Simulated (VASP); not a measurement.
# Ir (Fm-3m) in VASP: notebook

Ir is run at these levels: LDA; tasks: single point, relaxation of volume and atoms at fixed shape.

Program: VASP 6.6.1. These are calculated values, not measurements. Logs are shortened: lines on timing, memory, paths and dates and some standing lists are left out, and cuts for length are marked.

### 1 The cell of the first run

The structure is cubic, space group Fm-3m (No. 225). Conventional cell: a = 3.813 Å, b = 3.813 Å, c = 3.813 Å, α = 90.00°, β = 90.00°, γ = 90.00°. Ir (site symmetry m-3m) has 12 Ir at 2.70 Å within 3.6 Å.

### 2 Single point, LDA

File INCAR:

```
PREC = Accurate ; ENCUT = 500
EDIFF = 1E-6 ; ISMEAR = 0
SIGMA = 0.1 ; LREAL = False
LASPH = True ; NELM = 120
ALGO = Normal ; ISIF = 2
LWAVE = False ; LCHARG = False
GGA = CA ; NBANDS = 10
GGA_COMPAT = False
```

File KPOINTS:

```
regular mesh
0
Gamma
  8 8 8
```

File POSCAR:

```
Ir
1.0
    0.0000000000      1.9065658007      1.9065658007
    1.9065658007      0.0000000000      1.9065658007
    1.9065658007      1.9065658007      0.0000000000
Ir
1
Direct
    0.0000000000      0.0000000000      0.0000000000
```

Potentials or basis: VASP PAW LDA potentials, release 64 (Ir).

On the command line:

```sh
$ cat potpaw_LDA.64/Ir/POTCAR > POTCAR
$ mpirun -np 1 vasp_std > vasp.out
```

OUTCAR:

```text
PREC = Accurate
   ENCUT = 500
   EDIFF = 1E-6
   ISMEAR = 0
   LREAL = False
   LASPH = True
   NELM = 120
   ISIF = 2
   GGA = CA

 ion  position               nearest neighbor table
   1  0.000  0.000  0.000-

  LATTYP: Found a face centered cubic cell.
 ALAT       =     3.8131316014

  Lattice vectors:

 A1 = (   0.0000000000,   1.9065658007,   1.9065658007)
 A2 = (   1.9065658007,   0.0000000000,   1.9065658007)
 A3 = (   1.9065658007,   1.9065658007,   0.0000000000)

Analysis of symmetry for initial positions (statically):
[... 33 lines left out ...]
                                     Primitive cell

  volume of cell :      13.8607

  direct lattice vectors                    reciprocal lattice vectors
     0.000000000  1.906565801  1.906565801    -0.262251636  0.262251636  0.262251636
     1.906565801  0.000000000  1.906565801     0.262251636 -0.262251636  0.262251636
     1.906565801  1.906565801  0.000000000     0.262251636  0.262251636 -0.262251636

  length of vectors
     2.696291213  2.696291213  2.696291213     0.454233158  0.454233158  0.454233158

  position of ions in fractional coordinates (direct lattice)
     0.000000000  0.000000000  0.000000000

  ion indices of the primitive-cell ions
   primitive index   ion index
                 1           1

----------------------------------------------------------------------------------------

 KPOINTS: regular mesh

Automatic generation of k-mesh.
 Grid dimensions read from file:
 generate k-points for:    8    8    8

 Generating k-lattice:

  Cartesian coordinates                     Fractional coordinates (reciprocal lattice)
    -0.032781454  0.032781454  0.032781454     0.125000000  0.000000000  0.000000000
     0.032781454 -0.032781454  0.032781454     0.000000000  0.125000000  0.000000000
     0.032781454  0.032781454 -0.032781454     0.000000000  0.000000000  0.125000000

  Length of vectors
     0.056779145  0.056779145  0.056779145

  Shift w.r.t. Gamma in fractional coordinates (k-lattice)
     0.000000000  0.000000000  0.000000000

 Subroutine IBZKPT returns following result:
 ===========================================

 Found     29 irreducible k-points:

 Following reciprocal coordinates:
            Coordinates               Weight
  0.000000  0.000000  0.000000      1.000000
  0.125000  0.000000  0.000000      8.000000
  0.250000  0.000000  0.000000      8.000000
  0.375000  0.000000  0.000000      8.000000
  0.500000  0.000000  0.000000      4.000000
  0.125000  0.125000  0.000000      6.000000
[... 16 lines left out ...]
  0.500000  0.250000  0.125000     48.000000
 -0.375000  0.250000  0.125000     24.000000
 [... further k-points ...]
   k-points           NKPTS =     29   k-points in BZ     NKDIM =     29   number of bands    NBANDS=     10
   number of dos      NEDOS =    301   number of ions     NIONS =      1
   total plane-waves  NPLWV =   8000
   dimension x,y,z NGX =    20 NGY =   20 NGZ =   20
   dimension x,y,z NGXF=    40 NGYF=   40 NGZF=   40
   ions per type =               1
   NGX,Y,Z   is equivalent  to a cutoff of  12.33, 12.33, 12.33 a.u.
   NGXF,Y,Z  is equivalent  to a cutoff of  24.66, 24.66, 24.66 a.u.
 SYSTEM =  unknown system
   PREC   = accura    normal or accurate (medium, high low for compatibility)
   ISTART =      0    job   : 0-new  1-cont  2-samecut
   ICHARG =      2    charge: 1-file 2-atom 10-const
   ISPIN  =      1    spin polarized calculation?
   LNONCOLLINEAR =      F non collinear calculations
   LSORBIT =      F    spin-orbit coupling
   LASPH  =      T    aspherical Exc in radial PAW
   ENCUT  =  500.0 eV  36.75 Ry    6.06 a.u.   4.92  4.92  4.92*2*pi/ulx,y,z
   NELM   =    120;   NELMIN=  2; NELMDL= -5     # of ELM steps
   EDIFF  = 0.1E-05   stopping-criterion for ELM
   LREAL  =      F    real-space projection
   EDIFFG = 0.1E-04   stopping-criterion for IOM
   NSW    =      0    number of steps for IOM
   IBRION =     -1    ionic relax: 0-MD 1-quasi-New 2-CG
   NFREE  =      0    steps in history (QN), initial steepest desc. (CG)
   ISIF   =      2    stress and relaxation
   ISYM   =      2    0-nonsym 1-usesym 2-fastsym
   POTIM  = 0.5000    time-step for ionic-motion
   TEBEG  =    0.0;   TEEND  =   0.0 temperature during run
   PSTRESS=    0.0 pullay stress
   NELECT =       9.0000    total number of electrons
   NUPDOWN=      -1.0000    fix difference up-down
   EMIN   =  10.00;   EMAX   =-10.00  energy-range for DOS
   EFERMI =   0.00;   METHOD = LEGACY
   ISMEAR =     0;   SIGMA  =   0.10  broadening in eV -4-tet -1-fermi 0-gaus
   EFERMI_NEDOS =   21; number of points for ismear=-14 and -15
   IALGO  =     38    algorithm
   IMIX   =      4    mixing-type and parameters
     AMIX     =   0.40;   BMIX     =  1.00
     AMIX_MAG =   1.60;   BMIX_MAG =  1.00
  volume/ion in A,a.u.               =      13.86        93.54
  Fermi-wavevector in a.u.,A,eV,Ry     =   1.417622  2.678918 27.342989  2.009653
  Thomas-Fermi vector in A             =   2.538833
   LORBIT       =      0    0 simple, 1 ext, 2 COOP (PROOUT), +10 PAW based schemes
   GGA     = CA    functional components
   LHFCALC =     F    Hartree Fock is set to
   AEXX    =    0.0000 exact exchange contribution
   IVDW    =     0    specifies the selected vdW correction
   LEPSILON=     F    determine dielectric tensor
   LRPA    =     F    only Hartree local field effects (RPA)
 non-spin polarized calculation
 Gauss-broadening in eV      SIGMA  =   0.10
  energy-cutoff  :      500.00
  volume of cell :       13.86
 maximum number of plane-waves:       363
   NGX =  9   NGY =  9   NGZ =  9

 number of electron       9.0000001 magnetization

 Free energy of the ion-electron system (eV)
  ---------------------------------------------------
  ext. energy  EPLUGINS =         0.00000000
  ---------------------------------------------------
  free energy    TOTEN  =       -10.24832839 eV

  energy without entropy =      -10.23950327  energy(sigma->0) =      -10.24391583

 E-fermi :  10.7269     XC(G=0): -14.2573

 val. band max:       10.6798458490   @ k =  -0.3750   0.1250   0.0000
 cond. band min:      10.7426111576   @ k =  -0.3750   0.2500   0.0000
 fundamental gap:      0.0627653086
 Fermi energy:        10.7268819263

 k-point     1 :       0.0000    0.0000    0.0000
  band No.  band energies     occupation
      1      -0.6530      2.00000
      2       6.6306      2.00000
      3       6.6306      2.00000
      4       6.6306      2.00000
      5       9.4652      2.00000
      6       9.4652      2.00000
      7      24.9592      0.00000
      8      30.6441      0.00000
      9      30.6441      0.00000
     10      30.6441      0.00000

 k-point     2 :       0.1250    0.0000    0.0000
  band No.  band energies     occupation
      1       0.0341      2.00000
      2       6.3020      2.00000
      3       6.9043      2.00000
      4       6.9043      2.00000
      5       9.3137      2.00000
      6       9.3137      2.00000
      7      26.1004      0.00000
      8      28.0742      0.00000
      9      31.7971      0.00000
     10      31.7971      0.00000

 k-point     3 :       0.2500    0.0000    0.0000
  band No.  band energies     occupation
      1       1.5838      2.00000
      2       6.1293      2.00000
      3       7.1001      2.00000
      4       7.1001      2.00000
      5       9.6357      2.00000
      6       9.6357      2.00000
      7      24.5643      0.00000
      8      27.5878      0.00000
      9      34.6215      0.00000
     10      34.6249      0.00000

 k-point     4 :       0.3750    0.0000    0.0000
  band No.  band energies     occupation
      1       2.3281      2.00000
      2       6.7454      2.00000
      3       6.7454      2.00000
      4       7.9316      2.00000
      5      10.8883      0.02243
      6      10.8883      0.02243
      7      20.8002      0.00000
      8      25.5038      0.00000
      9      32.3199      0.00000
     10      32.3199      0.00000

 k-point     5 :       0.5000    0.0000    0.0000
  band No.  band energies     occupation
      1       2.3343      2.00000
      2       6.5453      2.00000
      3       6.5453      2.00000
      4       9.9104      2.00000
      5      11.6155      0.00000
      6      11.6155      0.00000
      7      18.1524      0.00000
      8      24.5178      0.00000
      9      30.5914      0.00000
     10      30.5914      0.00000

 k-point     6 :       0.1250    0.1250    0.0000
  band No.  band energies     occupation
      1       0.2693      2.00000
      2       5.9546      2.00000
      3       7.1689      2.00000
      4       7.1689      2.00000
      5       8.6805      2.00000
      6       9.7431      2.00000
      7      26.5585      0.00000
      8      29.0879      0.00000
      9      30.9089      0.00000
     10      30.9089      0.00000
[... 183 lines left out ...]
 k-point    21 :       0.5000    0.5000    0.0000
  band No.  band energies     occupation
      1       2.5283      2.00000
      2       3.0750      2.00000
      3      11.6154      0.00000
      4      12.1991      0.00000
      5      12.1991      0.00000
      6      12.4087      0.00000
      7      21.4856      0.00000
      8      22.4722      0.00000
      9      22.4722      0.00000
     10      32.2768      0.00000

 k-point    22 :       0.3750    0.2500    0.1250
  band No.  band energies     occupation
      1       3.0113      2.00000
      2       4.9368      2.00000
      3       6.5647      2.00000
      4       8.7192      2.00000
      5       8.8214      2.00000
      6      11.5060      0.00000
      7      25.1880      0.00000
      8      27.9727      0.00000
      9      29.4435      0.00000
     10      31.3997      0.00000

 k-point    23 :       0.5000    0.2500    0.1250
  band No.  band energies     occupation
      1       3.8415      2.00000
      2       5.5277      2.00000
      3       5.9232      2.00000
      4       8.3366      2.00000
      5      10.5131      1.99749
      6      13.6444      0.00000
      7      21.1177      0.00000
      8      26.4110      0.00000
      9      27.6476      0.00000
     10      32.3729      0.00000

 k-point    24 :      -0.3750    0.2500    0.1250
  band No.  band energies     occupation
      1       3.8483      2.00000
      2       5.2712      2.00000
      3       6.9573      2.00000
      4       8.0081      2.00000
      5      11.2715      0.00000
      6      15.9822      0.00000
      7      17.5118      0.00000
      8      26.5948      0.00000
      9      26.8337      0.00000
     10      30.6401      0.00000

 [... further k-points ...]
[... 5 lines left out ...]
  --------------------------------------------------------------------------------------
  -------------------------------------------------------------------------------------
  Total        0.2936141      0.2936141      0.2936141      0.0000000      0.0000000     -0.0000000
  in kB       33.9392362     33.9392362     33.9392362      0.0000000      0.0000000     -0.0000000
  external PRESSURE =      33.9392362 kB  Pullay stress =       0.0000000 kB

 VOLUME and BASIS-vectors are now :
 -----------------------------------------------------------------------------
  energy-cutoff  :      500.00
  volume of cell :       13.86
      direct lattice vectors                 reciprocal lattice vectors
     0.000000000  1.906565801  1.906565801    -0.262251636  0.262251636  0.262251636
     1.906565801  0.000000000  1.906565801     0.262251636 -0.262251636  0.262251636
     1.906565801  1.906565801  0.000000000     0.262251636  0.262251636 -0.262251636

 POSITION                                       TOTAL-FORCE (eV/Angst)
 -----------------------------------------------------------------------------------
      0.00000      0.00000      0.00000        -0.000000     -0.000000     -0.000000
 -----------------------------------------------------------------------------------
    total drift:                               -0.000000     -0.000000     -0.000000

  FREE ENERGIE OF THE ION-ELECTRON SYSTEM (eV)
  ---------------------------------------------------
  free  energy   TOTEN  =       -10.2483283948 eV

  energy  without entropy=      -10.2395032683  energy(sigma->0) =      -10.24391583
```

Wall time 8.3 s (1 thread of AMD EPYC 7R13, shared host); peak memory 0.09 GiB.

What came out:

- Free energy: -10.2483 eV
- Pressure: 3.4 GPa

Caveat: spin-orbit coupling is left out, which moves the levels of the heavy elements.

[end of part 1 of 2]
